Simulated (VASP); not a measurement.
# BaLi2S2 (P-3m1) in VASP: a series of runs

Runs on BaLi2S2. Level: PBE. Tasks: single point.

All numbers are computed with VASP 6.6.1; they aren't measurements. Logs are shortened: lines on timing, memory, paths and dates and some standing lists are left out, and cuts for length are marked.

## (1) The cell of the first run

It takes space group P-3m1 (No. 164, trigonal). Conventional cell: a = 4.137 Å, b = 4.137 Å, c = 6.704 Å, α = 90.00°, β = 90.00°, γ = 120.00°. Ba (site symmetry -3m) has 6 Li at 2.93 Å and 6 S at 3.40 Å within 3.9 Å. Within 3.3 Å of Li (site symmetry 3m) lie 4 S at 2.50 to 2.59 Å and 3 Ba at 2.93 Å. S (site symmetry 3m) has 4 Li at 2.50 to 2.59 Å and 3 S at 3.03 Å and 3 Ba at 3.40 Å within 3.5 Å.

The cell was built from a structure type or drawn by symmetry, and may not be a known phase.

## (2) Single point, PBE

Input file INCAR:

```
  ALGO = Normal
  EDIFF = 1E-6
  ENCUT = 520
  GGA = PE
  ISIF = 2
  ISMEAR = 0
  LASPH = T
  LCHARG = F
  LREAL = F
  LWAVE = F
  NBANDS = 22
  NELM = 100
  PREC = Accurate
  SIGMA = 0.1
```

Input file KPOINTS:

```
k-points
0
Gamma
  6 6 4
```

Input file POSCAR:

```
BaLi2S2
1.0
    4.1372227400      0.0000000000      0.0000000000
   -2.0686113700      3.5829400000      0.0000000000
    0.0000000000      0.0000000000      6.7036112700
Ba Li S
1 2 2
Direct
    0.0000000000      0.0000000000      0.0000000000
    0.6666666700      0.3333333300      0.7478264600
    0.3333333300      0.6666666700      0.2521735400
    0.6666666700      0.3333333300      0.3611118800
    0.3333333300      0.6666666700      0.6388881200
```

Potentials or basis: VASP PAW PBE potentials, release 64 (Ba_sv, Li_sv, S).

Run with:

```
> cat potpaw_PBE.64/Ba_sv/POTCAR potpaw_PBE.64/Li_sv/POTCAR potpaw_PBE.64/S/POTCAR > POTCAR
> mpirun -np 1 vasp_std > vasp.out
```

OUTCAR:

```text
EDIFF = 1E-6
   ENCUT = 520
   GGA = PE
   ISIF = 2
   ISMEAR = 0
   LASPH = T
   LREAL = F
   NELM = 100
   PREC = Accurate

 ion  position               nearest neighbor table
   1  0.000  0.000  0.000-   2 2.93   3 2.93   2 2.93   3 2.93   2 2.93   3 2.93   4 3.40   5 3.40
                             4 3.40   5 3.40   5 3.40   4 3.40
   2  0.667  0.333  0.748-   5 2.50   5 2.50   5 2.50   4 2.59   1 2.93   1 2.93   1 2.93
   3  0.333  0.667  0.252-   4 2.50   4 2.50   4 2.50   5 2.59   1 2.93   1 2.93   1 2.93
   4  0.667  0.333  0.361-   3 2.50   3 2.50   3 2.50   2 2.59   1 3.40   1 3.40   1 3.40
   5  0.333  0.667  0.639-   2 2.50   2 2.50   2 2.50   3 2.59   1 3.40   1 3.40   1 3.40

  LATTYP: Found a hexagonal cell.
 ALAT       =     4.1372227400
 C/A-ratio  =     1.6203167418

  Lattice vectors:

 A1 = (   4.1372227400,   0.0000000000,   0.0000000000)
 A2 = (  -2.0686113700,   3.5829400000,   0.0000000000)
 A3 = (   0.0000000000,   0.0000000000,   6.7036112700)

Analysis of symmetry for initial positions (statically):
=====================================================================
 Subroutine PRICEL returns:
 Original cell was already a primitive cell.

 Routine SETGRP: Setting up the symmetry group for a
 hexagonal supercell.

 Subroutine GETGRP returns: Found 12 space group operations
 (whereof 12 operations were pure point group operations)
 out of a pool of 24 trial point group operations.

The static configuration has the point symmetry D_3d.

Analysis of symmetry for dynamics (positions and initial velocities):
=====================================================================
 Subroutine PRICEL returns:
 Original cell was already a primitive cell.

 Routine SETGRP: Setting up the symmetry group for a
 hexagonal supercell.

 Subroutine GETGRP returns: Found 12 space group operations
 (whereof 12 operations were pure point group operations)
 out of a pool of 24 trial point group operations.

The dynamic configuration has the point symmetry D_3d.

 Subroutine INISYM returns: Found 12 space group operations
 (whereof 12 operations are pure point group operations),
 and found     1 'primitive' translations

----------------------------------------------------------------------------------------

                                     Primitive cell

  volume of cell :      99.3705

  direct lattice vectors                    reciprocal lattice vectors
     4.137222740  0.000000000  0.000000000     0.241708040  0.139550202  0.000000000
    -2.068611370  3.582940000  0.000000000     0.000000000  0.279100404  0.000000000
     0.000000000  0.000000000  6.703611270     0.000000000  0.000000000  0.149173328

  length of vectors
     4.137222740  4.137222745  6.703611270     0.279100404  0.279100404  0.149173328

  position of ions in fractional coordinates (direct lattice)
     0.000000000  0.000000000  0.000000000
     0.666666670  0.333333330  0.747826460
     0.333333330  0.666666670  0.252173540
     0.666666670  0.333333330  0.361111880
     0.333333330  0.666666670  0.638888120

  ion indices of the primitive-cell ions
   primitive index   ion index
                 1           1
                 2           2
                 3           3
                 4           4
                 5           5

----------------------------------------------------------------------------------------

 KPOINTS: k-points

Automatic generation of k-mesh.
 Grid dimensions read from file:
 generate k-points for:    6    6    4

 Generating k-lattice:

  Cartesian coordinates                     Fractional coordinates (reciprocal lattice)
     0.040284673  0.023258367  0.000000000     0.166666667  0.000000000  0.000000000
     0.000000000  0.046516734  0.000000000     0.000000000  0.166666667  0.000000000
     0.000000000  0.000000000  0.037293332     0.000000000  0.000000000  0.250000000

  Length of vectors
     0.046516734  0.046516734  0.037293332

  Shift w.r.t. Gamma in fractional coordinates (k-lattice)
     0.000000000  0.000000000  0.000000000

 Subroutine IBZKPT returns following result:
 ===========================================

 Found     24 irreducible k-points:

 Following reciprocal coordinates:
            Coordinates               Weight
  0.000000  0.000000  0.000000      1.000000
  0.166667  0.000000  0.000000      6.000000
  0.333333  0.000000  0.000000      6.000000
  0.500000 -0.000000  0.000000      3.000000
  0.166667  0.166667  0.000000      6.000000
  0.333333  0.166667  0.000000     12.000000
[... 16 lines left out ...]
  0.333333  0.166667  0.500000     12.000000
  0.333333  0.333333  0.500000      2.000000
   k-points           NKPTS =     24   k-points in BZ     NKDIM =     24   number of bands    NBANDS=     22
   number of dos      NEDOS =    301   number of ions     NIONS =      5
   total plane-waves  NPLWV =  51200
   dimension x,y,z NGX =    32 NGY =   32 NGZ =   50
   dimension x,y,z NGXF=    64 NGYF=   64 NGZF=  100
   ions per type =               1   2   2
   NGX,Y,Z   is equivalent  to a cutoff of  12.86, 12.86, 12.40 a.u.
   NGXF,Y,Z  is equivalent  to a cutoff of  25.72, 25.72, 24.80 a.u.
 SYSTEM =  unknown system
   PREC   = accura    normal or accurate (medium, high low for compatibility)
   ISTART =      0    job   : 0-new  1-cont  2-samecut
   ICHARG =      2    charge: 1-file 2-atom 10-const
   ISPIN  =      1    spin polarized calculation?
   LNONCOLLINEAR =      F non collinear calculations
   LSORBIT =      F    spin-orbit coupling
   LASPH  =      T    aspherical Exc in radial PAW
   ENCUT  =  520.0 eV  38.22 Ry    6.18 a.u.   7.69  7.69 12.46*2*pi/ulx,y,z
   NELM   =    100;   NELMIN=  2; NELMDL= -5     # of ELM steps
   EDIFF  = 0.1E-05   stopping-criterion for ELM
   LREAL  =      F    real-space projection
   EDIFFG = 0.1E-04   stopping-criterion for IOM
   NSW    =      0    number of steps for IOM
   IBRION =     -1    ionic relax: 0-MD 1-quasi-New 2-CG
   NFREE  =      0    steps in history (QN), initial steepest desc. (CG)
   ISIF   =      2    stress and relaxation
   ISYM   =      2    0-nonsym 1-usesym 2-fastsym
   POTIM  = 0.5000    time-step for ionic-motion
   TEBEG  =    0.0;   TEEND  =   0.0 temperature during run
   PSTRESS=    0.0 pullay stress
   NELECT =      28.0000    total number of electrons
   NUPDOWN=      -1.0000    fix difference up-down
   EMIN   =  10.00;   EMAX   =-10.00  energy-range for DOS
   EFERMI =   0.00;   METHOD = LEGACY
   ISMEAR =     0;   SIGMA  =   0.10  broadening in eV -4-tet -1-fermi 0-gaus
   EFERMI_NEDOS =   21; number of points for ismear=-14 and -15
   IALGO  =     38    algorithm
   IMIX   =      4    mixing-type and parameters
     AMIX     =   0.40;   BMIX     =  1.00
     AMIX_MAG =   1.60;   BMIX_MAG =  1.00
  volume/ion in A,a.u.               =      19.87       134.12
  Fermi-wavevector in a.u.,A,eV,Ry     =   1.073269  2.028184 15.672625  1.151905
  Thomas-Fermi vector in A             =   2.209063
   LORBIT       =      0    0 simple, 1 ext, 2 COOP (PROOUT), +10 PAW based schemes
   GGA     = PE    functional components
   LHFCALC =     F    Hartree Fock is set to
   AEXX    =    0.0000 exact exchange contribution
   IVDW    =     0    specifies the selected vdW correction
   LEPSILON=     F    determine dielectric tensor
   LRPA    =     F    only Hartree local field effects (RPA)
 non-spin polarized calculation
 Gauss-broadening in eV      SIGMA  =   0.10
  energy-cutoff  :      520.00
  volume of cell :       99.37
 maximum number of plane-waves:      2719
 NGX is ok and might be reduce to    32
   NGX = 15   NGY = 15   NGZ = 25

 number of electron      28.0000004 magnetization

 Free energy of the ion-electron system (eV)
  ---------------------------------------------------
  ext. energy  EPLUGINS =         0.00000000
  ---------------------------------------------------
  free energy    TOTEN  =       -17.02452930 eV

  energy without entropy =      -17.02409402  energy(sigma->0) =      -17.02431166

 E-fermi :   3.2698     XC(G=0):  -9.2039

 val. band max:        3.1497883228   @ k =   0.0000   0.0000   0.0000
 cond. band min:       3.3997415758   @ k =   0.5000  -0.0000   0.5000
 fundamental gap:      0.2499532530
 Fermi energy:         3.2697628743

 k-point     1 :       0.0000    0.0000    0.0000
  band No.  band energies     occupation
      1     -42.4523      2.00000
      2     -42.4515      2.00000
      3     -24.6308      2.00000
      4     -10.0279      2.00000
      5      -9.6516      2.00000
      6      -9.6516      2.00000
[... 14 lines left out ...]
     21       8.9710      0.00000
     22       9.1484      0.00000

 k-point     2 :       0.1667    0.0000    0.0000
  band No.  band energies     occupation
      1     -42.4521      2.00000
      2     -42.4514      2.00000
      3     -24.6114      2.00000
      4      -9.9691      2.00000
      5      -9.9146      2.00000
      6      -9.7018      2.00000
[... 14 lines left out ...]
     21       9.4355      0.00000
     22       9.9053      0.00000

 k-point     3 :       0.3333    0.0000    0.0000
  band No.  band energies     occupation
      1     -42.4517      2.00000
      2     -42.4512      2.00000
      3     -24.5723      2.00000
      4     -10.3607      2.00000
      5      -9.8195      2.00000
      6      -9.7991      2.00000
[... 14 lines left out ...]
     21       9.9200      0.00000
     22      10.5254      0.00000

 k-point     4 :       0.5000   -0.0000    0.0000
  band No.  band energies     occupation
      1     -42.4515      2.00000
      2     -42.4512      2.00000
      3     -24.5525      2.00000
      4     -10.5554      2.00000
      5      -9.8464      2.00000
      6      -9.7402      2.00000
[... 14 lines left out ...]
     21      10.2387      0.00000
     22      10.4550      0.00000

 k-point     5 :       0.1667    0.1667    0.0000
  band No.  band energies     occupation
      1     -42.4518      2.00000
      2     -42.4513      2.00000
      3     -24.5821      2.00000
      4     -10.2126      2.00000
      5      -9.8809      2.00000
      6      -9.8066      2.00000
[... 14 lines left out ...]
     21      10.0903      0.00000
     22      10.4834      0.00000

 k-point     6 :       0.3333    0.1667    0.0000
  band No.  band energies     occupation
      1     -42.4514      2.00000
      2     -42.4512      2.00000
      3     -24.5525      2.00000
      4     -10.4484      2.00000
      5      -9.9848      2.00000
      6      -9.7385      2.00000
[... 14 lines left out ...]
     21       9.8631      0.00000
     22      10.6380      0.00000

 k-point     7 :       0.3333    0.3333    0.0000
  band No.  band energies     occupation
      1     -42.4513      2.00000
      2     -42.4513      2.00000
      3     -24.5426      2.00000
      4     -10.2902      2.00000
      5     -10.2902      2.00000
      6      -9.6970      2.00000
[... 324 lines left out ...]
      6      -9.7985      2.00000
[... 14 lines left out ...]
     21       8.9048      0.00000
     22      11.2022      0.00000

 k-point    21 :       0.5000   -0.0000    0.5000
  band No.  band energies     occupation
      1     -42.4513      2.00000
      2     -42.4513      2.00000
      3     -24.5524      2.00000
      4     -10.5406      2.00000
      5      -9.8457      2.00000
      6      -9.7500      2.00000
[... 14 lines left out ...]
     21       9.1105      0.00000
     22      10.5571      0.00000

 k-point    22 :       0.1667    0.1667    0.5000
  band No.  band energies     occupation
      1     -42.4515      2.00000
      2     -42.4515      2.00000
      3     -24.5821      2.00000
      4     -10.1906      2.00000
      5      -9.9558      2.00000
      6      -9.8119      2.00000
[... 14 lines left out ...]
     21       9.2428      0.00000
     22      10.2579      0.00000

 k-point    23 :       0.3333    0.1667    0.5000
  band No.  band energies     occupation
      1     -42.4513      2.00000
      2     -42.4513      2.00000
      3     -24.5525      2.00000
      4     -10.4347      2.00000
      5      -9.9866      2.00000
      6      -9.7552      2.00000
[... 14 lines left out ...]
     21       9.6451      0.00000
     22      10.2338      0.00000

 k-point    24 :       0.3333    0.3333    0.5000
  band No.  band energies     occupation
      1     -42.4512      2.00000
      2     -42.4512      2.00000
      3     -24.5425      2.00000
      4     -10.2850      2.00000
      5     -10.2850      2.00000
      6      -9.7027      2.00000
[... 14 lines left out ...]
     21      10.7764      0.00000
     22      10.8041      0.00000

------------------------ aborting loop because EDIFF is reached ----------------------------------------

  FORCE on cell =-STRESS in cart. coord.  units (eV):
  Direction    XX          YY          ZZ          XY          YZ          ZX
  --------------------------------------------------------------------------------------
  -------------------------------------------------------------------------------------
  Total        5.1222755      5.1222755     -1.2937208      0.0000000      0.0000000     -0.0000000
  in kB       82.5878676     82.5878679    -20.8590186      0.0000000      0.0000000     -0.0000000
  external PRESSURE =      48.1055723 kB  Pullay stress =       0.0000000 kB

 VOLUME and BASIS-vectors are now :
 -----------------------------------------------------------------------------
  energy-cutoff  :      520.00
  volume of cell :       99.37
      direct lattice vectors                 reciprocal lattice vectors
     4.137222740  0.000000000  0.000000000     0.241708040  0.139550202  0.000000000
    -2.068611370  3.582940000  0.000000000     0.000000000  0.279100404  0.000000000
     0.000000000  0.000000000  6.703611270     0.000000000  0.000000000  0.149173328

 POSITION                                       TOTAL-FORCE (eV/Angst)
 -----------------------------------------------------------------------------------
      0.00000      0.00000      0.00000        -0.000000      0.000000      0.000000
      2.06861      1.19431      5.01314         0.000000      0.000000     -2.368635
     -0.00000      2.38863      1.69047        -0.000000      0.000000      2.368635
      2.06861      1.19431      2.42075         0.000000     -0.000000     -3.886008
     -0.00000      2.38863      4.28286        -0.000000      0.000000      3.886008
 -----------------------------------------------------------------------------------
    total drift:                               -0.000000      0.000000      0.000000

  FREE ENERGIE OF THE ION-ELECTRON SYSTEM (eV)
  ---------------------------------------------------
  free  energy   TOTEN  =       -17.0245293035 eV

  energy  without entropy=      -17.0240940151  energy(sigma->0) =      -17.02431166
```

Run time: 32 s. Hardware: 1 thread of AMD EPYC 9R45 (Zen 5), shared host; peak memory 0.21 GiB.

What came out:

* Free energy: -17.0245 eV
* Largest force: 3.886 eV/Å
* Band gap on the k mesh: 0.25 eV (least direct gap 0.36 eV)

Forces on the atoms (eV/Å):
```
Ba   0.000  0.000  0.000
Li   0.000  0.000 -2.369
Li   0.000  0.000  2.369
S    0.000  0.000 -3.886
S    0.000  0.000  3.886
```

Levels at points of the mesh, in eV from the valence-band top:
```tsv
k point	band 11	band 12	band 13	band 14	band 15	band 16	band 17	band 18
(0.00, 0.00, 0.00)	-1.51	-0.29	0.00	0.00	0.72	2.31	2.31	4.02
(0.50, 0.00, 0.00)	-2.02	-1.47	-0.67	-0.10	0.45	3.88	4.48	4.70
(0.00, 0.00, 0.50)	-1.30	-1.30	-0.44	-0.44	0.72	2.20	2.20	4.72
(0.50, 0.00, 0.50)	-2.29	-0.99	-0.22	-0.11	0.25	3.87	4.04	4.07
```

Caveat: the cutoff is under 1.25 times the usual one of these potentials, so pressure, stress and relaxed cells hold a basis-set (Pulay) error; spin-orbit coupling is left out, which moves the levels of the heavy elements; forces of over 1 eV/Å act on the atoms, so gaps and moduli don't describe the material at rest. A k mesh can miss the band edges.

## (3) Single point, PBE (20.10 Å³/atom)

This run uses another cell than the first one, of 20.10 Å³/atom.

Input file INCAR:

```
  ALGO = Normal
  EDIFF = 1E-6
  ENCUT = 520
  GGA = PE
  ISIF = 2
  ISMEAR = 0
  LASPH = True
  LCHARG = False
  LREAL = False
  LWAVE = False
  NBANDS = 22
  NELM = 80
  PREC = Accurate
  SIGMA = 0.02
```

KPOINTS is that of step 2.

Input file POSCAR:

```
BaLi2S2
1.0
    4.0838022747      0.0000000000      0.0000000000
   -2.0419011374      3.5366765139      0.0000000000
    0.0000000000      0.0000000000      6.9583233252
Ba Li S
1 2 2
Direct
    0.0000000000      0.0000000000      0.0000000000
    0.6666666667      0.3333333333      0.6140142603
    0.3333333333      0.6666666667      0.3859857397
    0.6666666667      0.3333333333      0.2771118849
    0.3333333333      0.6666666667      0.7228881151
```

Potentials or basis: VASP PAW PBE potentials, release 64 (Ba_sv, Li_sv, S).

Run with:

```
> cat potpaw_PBE.64/Ba_sv/POTCAR potpaw_PBE.64/Li_sv/POTCAR potpaw_PBE.64/S/POTCAR > POTCAR
> mpirun -np 1 vasp_std > vasp.out
```

Wall time 31 s (1 thread of AMD EPYC 9R45 (Zen 5), shared host); peak memory 0.2 GiB.

Results (log left out):

| Property | Result |
| --- | --- |
| Free energy | -21.6494 eV |
| Largest force | 0.098 eV/Å |
| Band gap on the k mesh | 2.48 eV (least direct gap 2.74 eV) |

Forces in eV/Å, atoms in the order of the input:
```
Ba   0.000  0.000  0.000
Li   0.000  0.000  0.002
Li   0.000  0.000 -0.002
S    0.000  0.000  0.098
S    0.000  0.000 -0.098
```

Levels at points of the mesh, in eV from the valence-band top:
| k point | band 10 | band 11 | band 12 | band 13 | band 14 | band 15 | band 16 | band 17 | band 18 | band 19 |
| --- | --- | --- | --- | --- | --- | --- | --- | --- | --- | --- |
| (0.00, 0.00, 0.00) | -0.91 | -0.91 | -0.10 | 0.00 | 0.00 | 3.45 | 4.51 | 4.80 | 4.80 | 5.40 |
| (0.50, 0.00, 0.00) | -1.44 | -1.36 | -0.95 | -0.89 | -0.82 | 2.48 | 6.02 | 6.34 | 7.09 | 7.49 |
| (0.00, 0.00, 0.50) | -1.44 | -0.64 | -0.64 | -0.38 | -0.38 | 4.02 | 4.60 | 4.60 | 5.37 | 5.46 |
| (0.50, 0.00, 0.50) | -1.82 | -1.74 | -1.46 | -0.33 | -0.24 | 2.50 | 4.77 | 6.22 | 6.36 | 7.70 |

Caveat: the cutoff is under 1.25 times the usual one of these potentials, so pressure, stress and relaxed cells hold a basis-set (Pulay) error; spin-orbit coupling is left out, which moves the levels of the heavy elements.
